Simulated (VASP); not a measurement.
The system is GeW.

```
CELL_PARAMETERS angstrom
0.04416 3.21020 0.03412
-0.01567 0.03415 3.11644
6.24259 0.08831 -0.03132
ATOMIC_POSITIONS crystal
Ge 0.98030 0.97184 0.52043
Ge 0.00936 0.00250 0.00208
W 0.50634 0.50985 0.22420
W 0.50400 0.51582 0.75329
```

- Program: VASP 6.6.1
- Task: relaxation of cell and atoms
- Functional: PBE
- Potentials or basis: VASP PAW PBE potentials, release 64 (Ge_d, W_sv)
- Cutoff: 600 eV
- k mesh: 8 × 8 × 4
- Occupations: gaussian, width 0.2 eV
- Spin: no spin polarisation

At the start: pressure 1.6 GPa; volume 15.61 Å³/atom.

Question: Where does the relaxation end?

Answer: Over 24 steps the energy falls by 72.7 meV/atom and the volume is 15.45 Å³/atom (-1.0 %); space group P1 (No. 1, to 0.1 Å) before, Pm-3m (No. 221, to 0.1 Å).

The path:
```
step  energy change (eV)  largest force (eV/Å)  pressure (GPa)  volume (Å³)
   1              0.0000                1.5906            1.64        62.43
   2             -0.1726                0.6018           -5.30        63.86
   3             -0.1760                0.5141           -5.86        64.08
   4             -0.2303                0.3437            5.12        60.49
   5             -0.2477                0.3234            1.05        61.61
   6             -0.2755                0.2156            0.72        61.64
   7             -0.2850                0.2057            0.52        61.65
   8             -0.2850                0.2046            0.53        61.65
   9             -0.2877                0.1065           -1.00        62.08
  10             -0.2877                0.1133           -0.77        62.05
  11             -0.2897                0.0523           -0.15        61.79
  12             -0.2897                0.0610            0.24        61.70
  13             -0.2898                0.0572            0.23        61.73
  14             -0.2898                0.0550            0.08        61.76
  15             -0.2898                0.0558            0.19        61.75
  16             -0.2900                0.0503           -0.03        61.81
  17             -0.2901                0.0470           -0.17        61.85
  18             -0.2903                0.0341           -0.01        61.78
  19             -0.2904                0.0336            0.19        61.72
  20             -0.2905                0.0278            0.03        61.79
  21             -0.2905                0.0313           -0.12        61.81
  22             -0.2905                0.0296           -0.03        61.81
  23             -0.2906                0.0253           -0.03        61.80
  24             -0.2908                0.0166            0.02        61.79
```

Final structure:
```
Ge W
1.0
    -0.00102    3.13774    0.00054
    -0.00126    0.00159    3.13752
     6.27665    0.00286   -0.00178
Ge W
2 2
Direct
  0.99995 0.00009 0.49982
  0.00003 0.99997 0.99999
  0.50073 0.50164 0.25027
  0.49930 0.49830 0.74992
```
